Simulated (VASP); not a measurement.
# ZnS in VASP: a series of runs, part 2 of 2

VASP 6.6.1. The steps go on from the part before.

## Step 4: Single point, PBE, collinear spin

This run uses another cell than the first one.

Contents of INCAR:

```
SYSTEM = ZnS
PREC = Accurate
ENCUT = 520
EDIFF = 1E-6
ISMEAR = 0
SIGMA = 0.05
LREAL = .False.
LASPH = .True.
NELM = 150
ALGO = Normal
ISIF = 2
LWAVE = .False.
LCHARG = .False.
ISPIN = 2
MAGMOM = 0.5 0.5
LORBIT = 11
GGA = PE
NBANDS = 20
```

Contents of KPOINTS:

```
regular mesh
0
Gamma
  1 1 17
  0 0 0
```

Contents of POSCAR:

```
ZnS
1.0
   10.0000000000      0.0000000000      0.0000000000
    0.0000000000      9.3000000000      0.0000000000
    0.0000000000      0.0000000000      3.9822526204
Zn S
1 1
Direct
    0.4613618732      0.5000000000      0.0000000000
    0.5386381268      0.5000000000      0.5000000000
```

Potentials or basis: VASP PAW PBE potentials, release 64 (Zn, S).

The run is started by

```bash
$ cat potpaw_PBE.64/Zn/POTCAR potpaw_PBE.64/S/POTCAR > POTCAR
$ mpirun -np 1 vasp_std > vasp.out
```

OUTCAR:

```text
SYSTEM = ZnS
   PREC = Accurate
   ENCUT = 520
   EDIFF = 1E-6
   ISMEAR = 0
   LREAL = .False.
   LASPH = .True.
   NELM = 150
   ISIF = 2
   ISPIN = 2
   LORBIT = 11
   GGA = PE

 ion  position               nearest neighbor table
   1  0.461  0.500  0.000-   2 2.14   2 2.14
   2  0.539  0.500  0.500-   1 2.14   1 2.14

  LATTYP: Found a simple orthorhombic cell.
 ALAT       =     3.9822526204
 B/A-ratio  =     2.3353616374
 C/A-ratio  =     2.5111415456

  Lattice vectors:

 A1 = (   0.0000000000,   0.0000000000,  -3.9822526204)
 A2 = (   0.0000000000,   9.3000000000,   0.0000000000)
 A3 = (  10.0000000000,   0.0000000000,   0.0000000000)

Analysis of symmetry for initial positions (statically):
=====================================================================
 Subroutine PRICEL returns:
 Original cell was already a primitive cell.

 Routine SETGRP: Setting up the symmetry group for a
 simple orthorhombic supercell.

 Subroutine GETGRP returns: Found  4 space group operations
 (whereof  4 operations were pure point group operations)
 out of a pool of  8 trial point group operations.

The static configuration has the point symmetry C_2v.

Analysis of symmetry for dynamics (positions and initial velocities):
=====================================================================
 Subroutine PRICEL returns:
 Original cell was already a primitive cell.

 Routine SETGRP: Setting up the symmetry group for a
 simple orthorhombic supercell.

 Subroutine GETGRP returns: Found  4 space group operations
 (whereof  4 operations were pure point group operations)
 out of a pool of  8 trial point group operations.

The dynamic configuration has the point symmetry C_2v.

Analysis of structural, dynamic, and magnetic symmetry:
=====================================================================
 Subroutine PRICEL returns:
[... 136 lines left out ...]
 Free energy of the ion-electron system (eV)
  ---------------------------------------------------
  ext. energy  EPLUGINS =         0.00000000
  ---------------------------------------------------
  free energy    TOTEN  =        -5.32660619 eV

  energy without entropy =       -5.32660619  energy(sigma->0) =       -5.32660619

 E-fermi :  -4.7340     XC(G=0):  -2.0269

 val. band max:       -5.0180633125   @ k =   0.0000   0.0000   0.4706
 cond. band min:      -2.4700274938   @ k =   0.0000   0.0000   0.0000
 fundamental gap:      2.5480358187
 Fermi energy:        -4.7340008392

 spin component 1

 k-point     1 :       0.0000    0.0000    0.0000
  band No.  band energies     occupation
      1     -16.7607      1.00000
      2     -11.6743      1.00000
      3     -11.2911      1.00000
      4     -11.2432      1.00000
      5     -11.2084      1.00000
      6     -11.0329      1.00000
[... 183 lines left out ...]
      6     -11.1251      1.00000
[... 12 lines left out ...]
     19       4.1769      0.00000
     20       4.3342      0.00000
 Fermi energy:        -4.7340008392

 spin component 2

 k-point     1 :       0.0000    0.0000    0.0000
  band No.  band energies     occupation
      1     -16.7607      1.00000
      2     -11.6743      1.00000
      3     -11.2911      1.00000
      4     -11.2432      1.00000
      5     -11.2084      1.00000
      6     -11.0329      1.00000
[... 196 lines left out ...]
     19       4.1771      0.00000
     20       4.3316      0.00000

------------------------ aborting loop because EDIFF is reached ----------------------------------------

  FORCE on cell =-STRESS in cart. coord.  units (eV):
  Direction    XX          YY          ZZ          XY          YZ          ZX
  --------------------------------------------------------------------------------------
  -------------------------------------------------------------------------------------
  Total       -0.0082369      0.0097349      0.0998600      0.0000000      0.0000000      0.0000000
  in kB       -0.0356338      0.0421144      0.4320065      0.0000000      0.0000000      0.0000000
  external PRESSURE =       0.1461624 kB  Pullay stress =       0.0000000 kB

 VOLUME and BASIS-vectors are now :
 -----------------------------------------------------------------------------
  energy-cutoff  :      520.00
  volume of cell :      370.35
      direct lattice vectors                 reciprocal lattice vectors
    10.000000000  0.000000000  0.000000000     0.100000000  0.000000000  0.000000000
     0.000000000  9.300000000  0.000000000     0.000000000  0.107526882  0.000000000
     0.000000000  0.000000000  3.982252620     0.000000000  0.000000000  0.251114155

 POSITION                                       TOTAL-FORCE (eV/Angst)
 -----------------------------------------------------------------------------------
      4.61362      4.65000      0.00000        -0.022321      0.000000      0.000000
      5.38638      4.65000      1.99113         0.022321      0.000000      0.000000
 -----------------------------------------------------------------------------------
    total drift:                                0.000586     -0.000000     -0.000006

  FREE ENERGIE OF THE ION-ELECTRON SYSTEM (eV)
  ---------------------------------------------------
  free  energy   TOTEN  =        -5.3266061880 eV

  energy  without entropy=       -5.3266061880  energy(sigma->0) =       -5.32660619

 total charge

# of ion       s       p       d       tot
------------------------------------------
    1        0.617   0.402   9.772  10.791
    2        1.326   2.401   0.000   3.727
--------------------------------------------------
tot          1.943   2.803   9.772  14.518

 magnetization (x)

# of ion       s       p       d       tot
------------------------------------------
    1        0.000   0.000  -0.000   0.000
    2        0.000  -0.000   0.000  -0.000
--------------------------------------------------
tot          0.000  -0.000  -0.000  -0.000
```

OSZICAR:

```text
N       E                     dE             d eps       ncg     rms          rms(c)
DAV:   1     0.890023530087E+02    0.89002E+02   -0.55826E+03   720   0.592E+02
[... 15 lines left out ...]
DAV:  17    -0.532643368808E+01   -0.18991E-03   -0.15589E-05   776   0.170E-02    0.541E-03
DAV:  18    -0.532651684812E+01   -0.83160E-04   -0.47184E-06   748   0.902E-03    0.313E-03
DAV:  19    -0.532656145267E+01   -0.44605E-04   -0.21521E-06   800   0.456E-03    0.187E-03
DAV:  20    -0.532659873671E+01   -0.37284E-04   -0.35374E-06   748   0.470E-03    0.868E-04
DAV:  21    -0.532660419912E+01   -0.54624E-05   -0.24303E-07   708   0.165E-03    0.496E-04
DAV:  22    -0.532660576665E+01   -0.15675E-05   -0.12058E-07   608   0.103E-03    0.352E-04
DAV:  23    -0.532660618803E+01   -0.42139E-06   -0.52434E-08   692   0.677E-04
   1 F= -.53266062E+01 E0= -.53266062E+01  d E =-.318273E-16  mag=    -0.0000
```

stdout:

```text
POSCAR found type information on POSCAR ZnS
 POSCAR found :  2 types and       2 ions
 scaLAPACK will be used
 LDA part: xc-table for (Slater+PW92), standard interpolation
 POSCAR, INCAR and KPOINTS ok, starting setup
 FFT: planning ... GRIDC
 FFT: planning ... GRID_SOFT
 FFT: planning ... GRID
 WAVECAR not read
 entering main loop
```

It took 2.5 min on 1 thread of Intel Xeon Platinum 8259CL at 2.50GHz (Skylake/Cascade Lake), shared host; peak memory 0.59 GiB.

Results:

| Item | Value |
| --- | --- |
| Free energy | -5.3266 eV |
| Largest force | 0.022 eV/Å |
| Band gap on the k mesh | 2.55 eV (least direct gap 2.91 eV) |
| Net moment | 0.00 μB per cell |
| Valence electrons inside the program's atomic spheres | Zn 10.79; S 3.73 |

Forces in eV/Å, atoms in the order of the input:
```
Zn  -0.022  0.000  0.000
S    0.022  0.000  0.000
```

## Step 5: Overview

```tsv
cell	k mesh	gap on the mesh (eV)	moment (μB)	largest force (eV/Å)
a = 9.000, b = 9.300, c = 4.242 Å, 2 atoms, atomic positions A	1 × 1 × 15	1.46	0.00	3.50
a = 10.000, b = 9.300, c = 3.818 Å, 2 atoms, atomic positions B	1 × 1 × 17	2.52	0.00	0.32
a = 10.000, b = 9.300, c = 3.982 Å, 2 atoms, atomic positions C	1 × 1 × 17	2.55	0.00	0.02
```

Alike in all rows: task single point; level PBE; potentials or basis VASP PAW PBE potentials, release 64 (Zn, S); spin collinear; cutoff (eV) 520; smearing gaussian 0.05 eV.

Absolute energies hang on the potentials; compare differences alone.
